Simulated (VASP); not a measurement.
# Bi2Te3 (R-3m) in VASP: single point with PBE

Aim: the single point of Bi2Te3 with PBE.

Everything below comes from runs of VASP 6.6.1. Logs are shortened: lines on timing, memory, paths and dates and some standing lists are left out, and cuts for length are marked.

**What was measured.**

From “Vacancy and Antisite-Induced Ferromagnetism in Liquid-Phase Exfoliated Bi2Te3”, 2024, arxiv:2412.10539, for a bulk crystal of Bi2Te3: band gap 0.17 eV.

The runs below are set against these values where they give the same quantity.

## Step 1: The cell of the first run

It takes space group R-3m (No. 166, trigonal). Conventional cell: a = 4.448 Å, b = 4.448 Å, c = 32.048 Å, α = 90.00°, β = 90.00°, γ = 120.00°. Bi (site symmetry 3m) has 6 Te at 3.09 to 3.29 Å within 4.1 Å. Within 4.6 Å of Te (site symmetry -3m) lie 6 Bi at 3.29 Å and 12 Te at 4.45 to 4.56 Å. Te (site symmetry 3m) has 3 Bi at 3.09 Å and 3 Te at 4.05 Å within 4.1 Å.

## Step 2: Single point, PBE

INCAR reads:

```
ALGO     = Fast           # electronic algorithm
EDIFF    = 1E-6           # SCF threshold, eV
ENCUT    = 520            # plane-wave cutoff, eV
GGA      = PE             # functional
ISIF     = 2              # what is computed and relaxed
ISMEAR   = 0              # smearing method
LASPH    = True           # aspherical terms in the spheres
LCHARG   = False          # write CHGCAR
LREAL    = False          # projectors in reciprocal space
LWAVE    = False          # write WAVECAR
NBANDS   = 32             # bands
NELM     = 100            # most SCF steps
PREC     = Accurate       # precision mode
SIGMA    = 0.02           # smearing width, eV
```

KPOINTS reads:

```
k-points
0
Gamma
  9 9 9
```

POSCAR reads:

```
Bi2Te3
1.0
    2.2241496083      1.2841133751     10.6825771143
   -2.2241496083      1.2841133751     10.6825771143
    0.0000000000     -2.5682267502     10.6825771143
Bi Te
2 3
Direct
    0.3974290375      0.3974290375      0.3974290375
    0.6025709625      0.6025709625      0.6025709625
    0.0000000000      0.0000000000      0.0000000000
    0.2156059463      0.2156059463      0.2156059463
    0.7843940537      0.7843940537      0.7843940537
```

Potentials or basis: VASP PAW PBE potentials, release 64 (Bi_d, Te).

Launch:

```sh
$ cat potpaw_PBE.64/Bi_d/POTCAR potpaw_PBE.64/Te/POTCAR > POTCAR
$ mpirun -np 1 vasp_std > vasp.out
```

OUTCAR:

```text
EDIFF = 1E-6
   ENCUT = 520
   GGA = PE
   ISIF = 2
   ISMEAR = 0
   LASPH = True
   LREAL = False
   NELM = 100
   PREC = Accurate

 ion  position               nearest neighbor table
   1  0.397  0.397  0.397-   5 3.09   5 3.09   5 3.09   3 3.29   3 3.29   3 3.29
   2  0.603  0.603  0.603-   4 3.09   4 3.09   4 3.09   3 3.29   3 3.29   3 3.29
   3  0.000  0.000  0.000-   2 3.29   2 3.29   1 3.29   1 3.29   2 3.29   1 3.29
   4  0.216  0.216  0.216-   2 3.09   2 3.09   2 3.09
   5  0.784  0.784  0.784-   1 3.09   1 3.09   1 3.09

  LATTYP: Found a trigonal (rhomboedric) cell.
 ALAT       =    10.9869578339
 COS(alpha) =     0.9180397878

  Lattice vectors:

 A1 = (   2.2241496083,   1.2841133751,  10.6825771143)
 A2 = (  -2.2241496083,   1.2841133751,  10.6825771143)
 A3 = (   0.0000000000,  -2.5682267502,  10.6825771143)

Analysis of symmetry for initial positions (statically):
=====================================================================
 Subroutine PRICEL returns:
 Original cell was already a primitive cell.

 Routine SETGRP: Setting up the symmetry group for a
 trigonal (rhombohedral) supercell.

 Subroutine GETGRP returns: Found 12 space group operations
 (whereof 12 operations were pure point group operations)
 out of a pool of 12 trial point group operations.

The static configuration has the point symmetry D_3d.

Analysis of symmetry for dynamics (positions and initial velocities):
=====================================================================
 Subroutine PRICEL returns:
 Original cell was already a primitive cell.

 Routine SETGRP: Setting up the symmetry group for a
 trigonal (rhombohedral) supercell.

 Subroutine GETGRP returns: Found 12 space group operations
 (whereof 12 operations were pure point group operations)
 out of a pool of 12 trial point group operations.

The dynamic configuration has the point symmetry D_3d.

 Subroutine INISYM returns: Found 12 space group operations
 (whereof 12 operations are pure point group operations),
 and found     1 'primitive' translations

----------------------------------------------------------------------------------------

                                     Primitive cell

  volume of cell :     183.0605

  direct lattice vectors                    reciprocal lattice vectors
     2.224149608  1.284113375 10.682577114     0.224805021  0.129791240  0.031203457
    -2.224149608  1.284113375 10.682577114    -0.224805021  0.129791240  0.031203457
     0.000000000 -2.568226750 10.682577114     0.000000000 -0.259582479  0.031203457

  length of vectors
    10.986957834 10.986957834 10.986957834     0.261451179  0.261451179  0.261451179

  position of ions in fractional coordinates (direct lattice)
     0.397429037  0.397429037  0.397429037
     0.602570963  0.602570963  0.602570963
     0.000000000  0.000000000  0.000000000
     0.215605946  0.215605946  0.215605946
     0.784394054  0.784394054  0.784394054

  ion indices of the primitive-cell ions
   primitive index   ion index
                 1           1
                 2           2
                 3           3
                 4           4
                 5           5

----------------------------------------------------------------------------------------

 KPOINTS: k-points

Automatic generation of k-mesh.
 Grid dimensions read from file:
 generate k-points for:    9    9    9

 Generating k-lattice:

  Cartesian coordinates                     Fractional coordinates (reciprocal lattice)
     0.024978336  0.014421249  0.003467051     0.111111111  0.000000000  0.000000000
    -0.024978336  0.014421249  0.003467051     0.000000000  0.111111111  0.000000000
     0.000000000 -0.028842498  0.003467051     0.000000000  0.000000000  0.111111111

  Length of vectors
     0.029050131  0.029050131  0.029050131

  Shift w.r.t. Gamma in fractional coordinates (k-lattice)
     0.000000000  0.000000000  0.000000000

 Subroutine IBZKPT returns following result:
 ===========================================

 Found     85 irreducible k-points:

 Following reciprocal coordinates:
            Coordinates               Weight
  0.000000  0.000000  0.000000      1.000000
  0.111111  0.000000  0.000000      6.000000
  0.222222  0.000000  0.000000      6.000000
  0.333333  0.000000  0.000000      6.000000
  0.444444  0.000000  0.000000      6.000000
  0.111111  0.111111  0.000000      6.000000
[... 16 lines left out ...]
 -0.333333  0.333333  0.000000      6.000000
  0.444444  0.444444  0.000000      6.000000
 [... further k-points ...]
   k-points           NKPTS =     85   k-points in BZ     NKDIM =     85   number of bands    NBANDS=     32
   number of dos      NEDOS =    301   number of ions     NIONS =      5
   total plane-waves  NPLWV = 592704
   dimension x,y,z NGX =    84 NGY =   84 NGZ =   84
   dimension x,y,z NGXF=   168 NGYF=  168 NGZF=  168
   ions per type =               2   3
   NGX,Y,Z   is equivalent  to a cutoff of  12.71, 12.71, 12.71 a.u.
   NGXF,Y,Z  is equivalent  to a cutoff of  25.42, 25.42, 25.42 a.u.
 SYSTEM =  unknown system
   PREC   = accura    normal or accurate (medium, high low for compatibility)
   ISTART =      0    job   : 0-new  1-cont  2-samecut
   ICHARG =      2    charge: 1-file 2-atom 10-const
   ISPIN  =      1    spin polarized calculation?
   LNONCOLLINEAR =      F non collinear calculations
   LSORBIT =      F    spin-orbit coupling
   LASPH  =      T    aspherical Exc in radial PAW
   ENCUT  =  520.0 eV  38.22 Ry    6.18 a.u.  20.43 20.43 20.43*2*pi/ulx,y,z
   NELM   =    100;   NELMIN=  2; NELMDL= -5     # of ELM steps
   EDIFF  = 0.1E-05   stopping-criterion for ELM
   LREAL  =      F    real-space projection
   EDIFFG = 0.1E-04   stopping-criterion for IOM
   NSW    =      0    number of steps for IOM
   IBRION =     -1    ionic relax: 0-MD 1-quasi-New 2-CG
   NFREE  =      0    steps in history (QN), initial steepest desc. (CG)
   ISIF   =      2    stress and relaxation
   ISYM   =      2    0-nonsym 1-usesym 2-fastsym
   POTIM  = 0.5000    time-step for ionic-motion
   TEBEG  =    0.0;   TEEND  =   0.0 temperature during run
   PSTRESS=    0.0 pullay stress
   NELECT =      48.0000    total number of electrons
   NUPDOWN=      -1.0000    fix difference up-down
   EMIN   =  10.00;   EMAX   =-10.00  energy-range for DOS
   EFERMI =   0.00;   METHOD = LEGACY
   ISMEAR =     0;   SIGMA  =   0.02  broadening in eV -4-tet -1-fermi 0-gaus
   EFERMI_NEDOS =   21; number of points for ismear=-14 and -15
   IALGO  =     68    algorithm
   IMIX   =      4    mixing-type and parameters
     AMIX     =   0.40;   BMIX     =  1.00
     AMIX_MAG =   1.60;   BMIX_MAG =  1.00
  volume/ion in A,a.u.               =      36.61       247.07
  Fermi-wavevector in a.u.,A,eV,Ry     =   1.047829  1.980109 14.938453  1.097945
  Thomas-Fermi vector in A             =   2.182725
   LORBIT       =      0    0 simple, 1 ext, 2 COOP (PROOUT), +10 PAW based schemes
   GGA     = PE    functional components
   LHFCALC =     F    Hartree Fock is set to
   AEXX    =    0.0000 exact exchange contribution
   IVDW    =     0    specifies the selected vdW correction
   LEPSILON=     F    determine dielectric tensor
   LRPA    =     F    only Hartree local field effects (RPA)
 non-spin polarized calculation
 RMM-DIIS sequential band-by-band and
 Gauss-broadening in eV      SIGMA  =   0.02
  energy-cutoff  :      520.00
  volume of cell :      183.06
 maximum number of plane-waves:      4969
 NGX is ok and might be reduce to    84
   NGX = 41   NGY = 41   NGZ = 41

 number of electron      48.0000000 magnetization

 Free energy of the ion-electron system (eV)
  ---------------------------------------------------
  ext. energy  EPLUGINS =         0.00000000
  ---------------------------------------------------
  free energy    TOTEN  =       -18.40310504 eV

  energy without entropy =      -18.40310504  energy(sigma->0) =      -18.40310504

 E-fermi :   5.1974     XC(G=0):  -8.9335

 val. band max:        5.0483608177   @ k =   0.0000   0.0000   0.0000
 cond. band min:       5.5622643915   @ k =   0.0000   0.0000   0.0000
 fundamental gap:      0.5139035738
 Fermi energy:         5.1974220643

 k-point     1 :       0.0000    0.0000    0.0000
  band No.  band energies     occupation
      1     -17.8850      2.00000
      2     -17.8850      2.00000
      3     -17.8839      2.00000
      4     -17.8839      2.00000
      5     -17.8798      2.00000
      6     -17.8787      2.00000
[... 24 lines left out ...]
     31      10.2618      0.00000
     32      11.1519      0.00000

 k-point     2 :       0.1111    0.0000    0.0000
  band No.  band energies     occupation
      1     -17.8857      2.00000
      2     -17.8845      2.00000
      3     -17.8838      2.00000
      4     -17.8827      2.00000
      5     -17.8791      2.00000
      6     -17.8781      2.00000
[... 24 lines left out ...]
     31      10.1123      0.00000
     32      10.4996      0.00000

 k-point     3 :       0.2222    0.0000    0.0000
  band No.  band energies     occupation
      1     -17.8880      2.00000
      2     -17.8865      2.00000
      3     -17.8815      2.00000
      4     -17.8804      2.00000
      5     -17.8787      2.00000
      6     -17.8768      2.00000
[... 24 lines left out ...]
     31       9.4135      0.00000
     32      10.6904      0.00000

 k-point     4 :       0.3333    0.0000    0.0000
  band No.  band energies     occupation
      1     -17.8910      2.00000
      2     -17.8891      2.00000
      3     -17.8805      2.00000
      4     -17.8800      2.00000
      5     -17.8787      2.00000
      6     -17.8781      2.00000
[... 654 lines left out ...]
     31       9.7418      0.00000
     32      11.2097      0.00000

 k-point    23 :      -0.3333    0.3333    0.0000
  band No.  band energies     occupation
      1     -17.8872      2.00000
      2     -17.8872      2.00000
      3     -17.8857      2.00000
      4     -17.8817      2.00000
      5     -17.8749      2.00000
      6     -17.8749      2.00000
[... 24 lines left out ...]
     31      10.7787      0.00000
     32      11.2550      0.00000

 k-point    24 :       0.4444    0.4444    0.0000
  band No.  band energies     occupation
      1     -17.8930      2.00000
      2     -17.8910      2.00000
      3     -17.8809      2.00000
      4     -17.8805      2.00000
      5     -17.8789      2.00000
      6     -17.8782      2.00000
[... 24 lines left out ...]
     31       9.7737      0.00000
     32      10.8504      0.00000

 [... further k-points ...]
[... 5 lines left out ...]
  --------------------------------------------------------------------------------------
  -------------------------------------------------------------------------------------
  Total       -0.0343922     -0.0343922     -0.0297774      0.0000000     -0.0000000      0.0000000
  in kB       -0.3010068     -0.3010068     -0.2606170      0.0000000     -0.0000000      0.0000000
  external PRESSURE =      -0.2875435 kB  Pullay stress =       0.0000000 kB

 VOLUME and BASIS-vectors are now :
 -----------------------------------------------------------------------------
  energy-cutoff  :      520.00
  volume of cell :      183.06
      direct lattice vectors                 reciprocal lattice vectors
     2.224149608  1.284113375 10.682577114     0.224805021  0.129791240  0.031203457
    -2.224149608  1.284113375 10.682577114    -0.224805021  0.129791240  0.031203457
     0.000000000 -2.568226750 10.682577114     0.000000000 -0.259582479  0.031203457

 POSITION                                       TOTAL-FORCE (eV/Angst)
 -----------------------------------------------------------------------------------
      0.00000      0.00000     12.73670         0.000000      0.000000     -0.007321
      0.00000      0.00000     19.31103         0.000000      0.000000      0.007321
      0.00000      0.00000      0.00000         0.000000     -0.000000     -0.000000
      0.00000      0.00000      6.90968         0.000000      0.000000     -0.008322
      0.00000      0.00000     25.13805         0.000000     -0.000000      0.008322
 -----------------------------------------------------------------------------------
    total drift:                                0.000000      0.000000     -0.000000

  FREE ENERGIE OF THE ION-ELECTRON SYSTEM (eV)
  ---------------------------------------------------
  free  energy   TOTEN  =       -18.4031050394 eV

  energy  without entropy=      -18.4031050394  energy(sigma->0) =      -18.40310504
```

Wall time 44 min (1 thread of AMD EPYC 9R45 (Zen 5), shared host); peak memory 1.3 GiB.

What came out:

```
Free energy            : -18.4031 eV
Pressure               : 0.0 GPa
Largest force          : 0.008 eV/Å
Band gap on the k mesh : 0.51 eV
```

Forces in eV/Å, atoms in the order of the input:
```
Bi   0.000  0.000 -0.007
Bi   0.000  0.000  0.007
Te   0.000  0.000  0.000
Te   0.000  0.000 -0.008
Te   0.000  0.000  0.008
```

Caveat: spin-orbit coupling is left out, which moves the levels of the heavy elements; an odd mesh through Γ misses points on the zone boundary, where band edges can lie.

## Step 3: How close it comes

Step 2. Measured gap of Bi2Te3: 0.17 eV (quoted in “Vacancy and Antisite-Induced Ferromagnetism in Liquid-Phase Exfoliated Bi2Te3”, 2024, arxiv:2412.10539). This calculation gives 0.51 eV (+0.34 eV). Spin-orbit coupling on Bi, Te is left out. The value is that of PBE on a finite k mesh, which can miss the band edges, without temperature or zero-point motion.
